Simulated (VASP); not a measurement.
Set up this calculation in VASP 6.6.1, as the native input.

| Item | Value |
| --- | --- |
| Task | relaxation of the atoms |
| Functional | PBE |
| Potentials or basis | VASP PAW PBE potentials, release 64 (Al, O) |
| Cutoff | 520 eV |
| k mesh | 2 × 2 × 2 |
| Occupations | gaussian, width 0.01 eV |
| Spin | no spin polarisation |
| Dipole correction | no |
| Further INCAR settings | ALGO = Normal; EDIFF = 1e-07; IBRION = 2; EDIFFG = -0.03; NSW = 100 |

The structure of Al2O3 (Al2O3 (R-3c)) lies in POSCAR:

```
Al2O3
1.0
    2.4039417600      1.3879164250      4.3742070950
   -2.4039417600      1.3879164250      4.3742070950
    0.0000000000     -2.7758328450      4.3742070950
Al O
4 6
Direct
    0.6478877100      0.6478877100      0.6478877100
    0.8521122900      0.8521122900      0.8521122900
    0.1478877100      0.1478877100      0.1478877100
    0.3521122900      0.3521122900      0.3521122900
    0.4438508600      0.0561491400      0.7500000000
    0.9438508600      0.2500000000      0.5561491400
    0.0561491400      0.7500000000      0.4438508600
    0.7500000000      0.4438508600      0.0561491400
    0.2500000000      0.5561491400      0.9438508600
    0.5561491400      0.9438508600      0.2500000000
```

These files were run (other wordings do the same):

INCAR

```
SYSTEM = Al2O3
PREC = Accurate ; ENCUT = 520
EDIFF = 1E-7 ; ISMEAR = 0
SIGMA = 0.01 ; LREAL = .FALSE.
LASPH = .TRUE. ; NELM = 60
ALGO = Normal ; ISIF = 2
LWAVE = .FALSE. ; LCHARG = .FALSE.
GGA = PE ; IBRION = 2
NSW = 100 ; EDIFFG = -0.03
```

KPOINTS

```
regular mesh
0
G
  2 2 2
  0 0 0
```

Potentials or basis: VASP PAW PBE potentials, release 64 (Al, O).

Run with:

```sh
$ cat potpaw_PBE.64/Al/POTCAR potpaw_PBE.64/O/POTCAR > POTCAR
$ mpirun -np 1 vasp_std > vasp.out
```

It gave:

The energy gained by relaxing is 0.0 meV/atom. The ionic steps are 2. The pressure after relaxing is -0.2 GPa and the largest force after relaxing is 0.004 eV/Å. The band gap on the k mesh is 5.84 eV, direct.

Caveat: the k points lie up to 0.79 Å⁻¹ apart.

It took 51 s on 1 thread of AMD EPYC 7R43 64-Core Processor (Zen 3), on a shared host, peak memory 0.19 GiB.
